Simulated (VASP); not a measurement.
# Ir (P6_3/mmc) in VASP: notebook, part 2 of 3

VASP 6.6.1. The steps go on from the part before.

### Step 3. Relaxation of cell and atoms, PBE, target pressure 40 GPa, at which the enthalpy is minimised

Input file INCAR:

```
  PREC = Accurate
  ENCUT = 600
  EDIFF = 1E-6
  ISMEAR = -1
  SIGMA = 0.05
  LREAL = F
  LASPH = T
  NELM = 60
  ALGO = Normal
  ISIF = 3
  LWAVE = F
  LCHARG = F
  GGA = PE
  IBRION = 2
  NSW = 80
  EDIFFG = -0.02
  PSTRESS = 400.0
```

Input file KPOINTS:

```
regular mesh
0
Gamma
  11 11 6
```

Input file POSCAR:

```
Ir
1.0
    2.7100000000      0.0000000000      0.0000000000
   -1.3550000000      2.3469288443      0.0000000000
    0.0000000000      0.0000000000      4.4254300000
Ir
2
Direct
    0.3333333333      0.6666666667      0.2500000000
    0.6666666667      0.3333333333      0.7500000000
```

Potentials or basis: VASP PAW PBE potentials, release 64 (Ir).

Started as:

```
> cat potpaw_PBE.64/Ir/POTCAR > POTCAR
> mpirun -np 1 vasp_std > vasp.out
```

OUTCAR:

```text
PREC = Accurate
   ENCUT = 600
   EDIFF = 1E-6
   ISMEAR = -1
   LREAL = F
   LASPH = T
   NELM = 60
   ISIF = 3
   GGA = PE
   IBRION = 2
   NSW = 80
   EDIFFG = -0.02
   PSTRESS = 400.0

 ion  position               nearest neighbor table
   1  0.333  0.667  0.250-   2 2.71   2 2.71   2 2.71   2 2.71   2 2.71   2 2.71
   2  0.667  0.333  0.750-   1 2.71   1 2.71   1 2.71   1 2.71   1 2.71   1 2.71

  LATTYP: Found a hexagonal cell.
 ALAT       =     2.7100000000
 C/A-ratio  =     1.6330000000

  Lattice vectors:

 A1 = (   2.7100000000,   0.0000000000,   0.0000000000)
 A2 = (  -1.3550000000,   2.3469288443,   0.0000000000)
 A3 = (   0.0000000000,   0.0000000000,   4.4254300000)

Analysis of symmetry for initial positions (statically):
=====================================================================
 Subroutine PRICEL returns:
 Original cell was already a primitive cell.

 Routine SETGRP: Setting up the symmetry group for a
 hexagonal supercell.

 Subroutine GETGRP returns: Found 24 space group operations
 (whereof 12 operations were pure point group operations)
 out of a pool of 24 trial point group operations.

The static configuration has the point symmetry D_3d.
 The point group associated with its full space group is D_6h.

Analysis of symmetry for dynamics (positions and initial velocities):
=====================================================================
 Subroutine PRICEL returns:
 Original cell was already a primitive cell.

 Routine SETGRP: Setting up the symmetry group for a
 hexagonal supercell.

 Subroutine GETGRP returns: Found 24 space group operations
 (whereof 12 operations were pure point group operations)
 out of a pool of 24 trial point group operations.

The dynamic configuration has the point symmetry D_3d.
 The point group associated with its full space group is D_6h.

 Subroutine INISYM returns: Found 24 space group operations
 (whereof 12 operations are pure point group operations),
[... 146 lines left out ...]

------------------------ aborting loop because EDIFF is reached ----------------------------------------

  FORCE on cell =-STRESS in cart. coord.  units (eV):
  Direction    XX          YY          ZZ          XY          YZ          ZX
  --------------------------------------------------------------------------------------
  -------------------------------------------------------------------------------------
  Total        2.5720950      2.5720950      2.1235957      0.0000000      0.0000000      0.0000000
  in kB      146.4107278    146.4107278    120.8809126      0.0000000      0.0000000      0.0000000
  external PRESSURE =    -262.0992106 kB  Pullay stress =     400.0000000 kB
[... 97 lines left out ...]
  energy  without entropy=      -17.2728516776  energy(sigma->0) =      -17.28377770

  enthalpy is  TOTEN    =       -10.5934411658 eV   P V=        6.7012625507

[... ionic steps 4 to 7 ...]

--------------------------------------- Ionic step        8  -------------------------------------------

 number of electron      18.0000001 magnetization

------------------------ aborting loop because EDIFF is reached ----------------------------------------
[... 71 lines left out ...]
--------------------------------------- Ionic step       10  -------------------------------------------

 number of electron      18.0000001 magnetization

 Free energy of the ion-electron system (eV)
  ---------------------------------------------------
  ext. energy  EPLUGINS =         0.00000000
  ---------------------------------------------------
  free energy    TOTEN  =       -17.24603128 eV

  energy without entropy =      -17.22390339  energy(sigma->0) =      -17.23496734

 E-fermi :  11.6098     XC(G=0): -14.3508

 val. band max:       11.5885805659   @ k =   0.3636   0.1818   0.1667
 cond. band min:      11.6160500056   @ k =   0.2727   0.0909   0.3333
 fundamental gap:      0.0274694397
 Fermi energy:        11.6098318547

 k-point     1 :       0.0000    0.0000    0.0000
  band No.  band energies     occupation
      1      -0.2952      2.00000
      2       2.7450      2.00000
      3       7.2625      2.00000
      4       7.3845      2.00000
      5       7.3845      2.00000
      6       8.1140      2.00000
      7       8.1140      2.00000
      8       9.0110      2.00000
      9       9.0110      2.00000
     10      10.6188      2.00000
     11      11.9238      0.00374
     12      11.9238      0.00374
     13      19.2871      0.00000
[... 354 lines left out ...]
  band No.  band energies     occupation
      1       2.0624      2.00000
      2       4.3901      2.00000
      3       5.7347      2.00000
      4       5.9797      2.00000
      5       7.0546      2.00000
      6       7.7537      2.00000
      7       8.3430      2.00000
      8       9.1260      2.00000
      9       9.8648      2.00000
     10      10.1401      2.00000
     11      12.2173      0.00001
     12      15.8245      0.00000
     13      21.0382      0.00000

 [... further k-points ...]

------------------------ aborting loop because EDIFF is reached ----------------------------------------

  FORCE on cell =-STRESS in cart. coord.  units (eV):
  Direction    XX          YY          ZZ          XY          YZ          ZX
  --------------------------------------------------------------------------------------
  -------------------------------------------------------------------------------------
  Total        6.6521035      6.6521035      6.6538060     -0.0000000      0.0000000      0.0000000
  in kB      400.1566236    400.1566237    400.2590326     -0.0000000      0.0000000      0.0000000
  external PRESSURE =       0.1907600 kB  Pullay stress =     400.0000000 kB
[... 21 lines left out ...]
  energy  without entropy=      -17.2239033946  energy(sigma->0) =      -17.23496734

  enthalpy is  TOTEN    =       -10.5965314202 eV   P V=        6.6494998584

 reached required accuracy - stopping structural energy minimisation
```

OSZICAR:

```text
N       E                     dE             d eps       ncg     rms          rms(c)
DAV:   1     0.166906025540E+03    0.16691E+03   -0.94099E+03  1664   0.156E+03
DAV:   2    -0.113233015784E+02   -0.17823E+03   -0.16538E+03  1699   0.389E+02
[... 71 lines left out ...]
   9 F= -.10595823E+02 E0= -.10584825E+02  d E =0.659706E-03
       N       E                     dE             d eps       ncg     rms          rms(c)
DAV:   1    -0.172474445477E+02   -0.28517E-01   -0.52668E-02  1709   0.354E+00    0.448E-01
DAV:   2    -0.172462075734E+02    0.12370E-02   -0.20925E-03  1834   0.657E-01    0.166E-01
DAV:   3    -0.172460332159E+02    0.17436E-03   -0.53771E-04  2036   0.316E-01    0.357E-02
DAV:   4    -0.172460311437E+02    0.20722E-05   -0.17950E-05  1749   0.473E-02    0.357E-03
DAV:   5    -0.172460312785E+02   -0.13481E-06   -0.71044E-07  1017   0.944E-03
  10 F= -.10596531E+02 E0= -.10585467E+02  d E =-.484596E-04
```

Run time: 1.8 min. Hardware: 1 thread of Intel Xeon Platinum 8259CL at 2.50GHz (Skylake/Cascade Lake), shared host; peak memory 0.18 GiB.

Results:

* Free energy: -17.2460 eV
* Relaxed volume: 13.32 Å³/atom
* Relaxed cell: a = 2.665 Å, b = 2.665 Å, c = 4.329 Å, α = 90.00°, β = 90.00°, γ = 120.00°
* Space group after relaxing (to 0.05 Å): P6_3/mmc (No. 194)
* Energy change on relaxing (the enthalpy is what falls): +123.2 meV/atom
* Ionic steps: 10
* Pressure after relaxing: 40.0 GPa
* Band gap on the k mesh: zero (band 9 reaches 12.71 eV, above the bottom of band 10 at 9.13 eV)

Step by step:
```
step  energy change (eV)  largest force (eV/Å)  pressure (GPa)  volume (Å³)
   1              0.0000                0.0000           13.79        28.15
   2              7.0899                0.0000          354.07        19.77
   3              0.1977                0.0000           35.89        26.84
   4              0.2295                0.0000           38.59        26.70
   5              0.2473                0.0000           40.04        26.63
   6              0.2399                0.0000           39.47        26.66
   7              0.2396                0.0000           39.48        26.66
   8              0.2395                0.0000           39.46        26.66
   9              0.2735                0.0000           42.17        26.53
  10              0.2464                0.0000           40.02        26.63
```

Final structure:
```yaml
crystal:
  lattice:
    - [2.66539, 0.00000, 0.00000]
    - [-1.33269, 2.30829, 0.00000]
    - [0.00000, 0.00000, 4.32901]
  atoms:
    - { symbol: Ir, position: [0.33333, 0.66667, 0.25000] }
    - { symbol: Ir, position: [0.66667, 0.33333, 0.75000] }
```

Levels at points of the mesh, in eV from the Fermi level:
```csv
k point,band 7,band 8,band 9,band 10,band 11,band 12
"(0.00, 0.00, 0.00)",-3.50,-2.60,-2.60,-0.99,0.31,0.31
"(0.00, 0.00, 0.50)",-4.35,-4.35,-0.49,-0.49,-0.49,-0.49
```

Caveat: the cell is relaxed towards a set pressure, so the enthalpy falls and the energy may rise; spin-orbit coupling is left out, which moves the levels of the heavy elements.

[end of part 2 of 3]
